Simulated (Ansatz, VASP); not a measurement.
## One calculation of Ti, two programs

File INCAR:

```
PREC     = Accurate       # precision mode
ENCUT    = 520            # plane-wave cutoff, eV
EDIFF    = 1E-7           # SCF threshold, eV
ISMEAR   = -1             # smearing method
SIGMA    = 0.1            # smearing width, eV
LREAL    = False          # projectors in reciprocal space
LASPH    = True           # aspherical terms in the spheres
NELM     = 100            # most SCF steps
ALGO     = Normal         # electronic algorithm
ISIF     = 2              # what is computed and relaxed
LWAVE    = False          # write WAVECAR
LCHARG   = False          # write CHGCAR
GGA      = PE             # functional
NBANDS   = 12             # bands
```

Contents of KPOINTS:

```
Automatic mesh
0
Gamma
  16 16 16
```

POSCAR

```
Ti
1.0
   -1.2008738459      1.2008738459      1.2008738459
    1.2008738459     -1.2008738459      1.2008738459
    1.2008738459      1.2008738459     -1.2008738459
Ti
1
Direct
    0.0000000000      0.0000000000      0.0000000000
```

Input for Ansatz:

```yaml
crystal:
  lattice:
    - [-1.2008738459, 1.2008738459, 1.2008738459]
    - [1.2008738459, -1.2008738459, 1.2008738459]
    - [1.2008738459, 1.2008738459, -1.2008738459]
  atoms:
    - { symbol: Ti, position: [0.0, 0.0, 0.0] }
kpoints:
  mp_grid: { grid: [16, 16, 16] }
scf:
  occupations: { method: fermi_dirac, width: 0.1 }
hamiltonian:
  xc: pbe
  pseudopotentials: { kind: all_electron, datasets: crystal }
output:
  forces: true
  stress: true
  eigenvalues: true
```

Change from the starting cell: volume scaled by 0.4, crystal datasets.

Alike in both runs: task single point; functional PBE; k mesh 16 × 16 × 16; occupations fermi-dirac, width 0.1 eV; no spin polarisation.

```csv
,VASP,Ansatz
version,VASP 6.6.1,Ansatz 0.2.0
potentials or method,"VASP PAW PBE potentials, release 64 (Ti_sv), cutoff 520 eV","all-electron PAW with datasets made for the crystal, scalar-relativistic"
```

```tsv
	VASP	Ansatz	Ansatz less VASP
pressure (GPa)	392.5	376.9	-15.59
```

Both programs put the cell under a high pressure, so it lies far from rest at this level. Ansatz ran all-electron here, and VASP with PAW potentials.

Noted on VASP's run: the cell as given lies far from equilibrium.
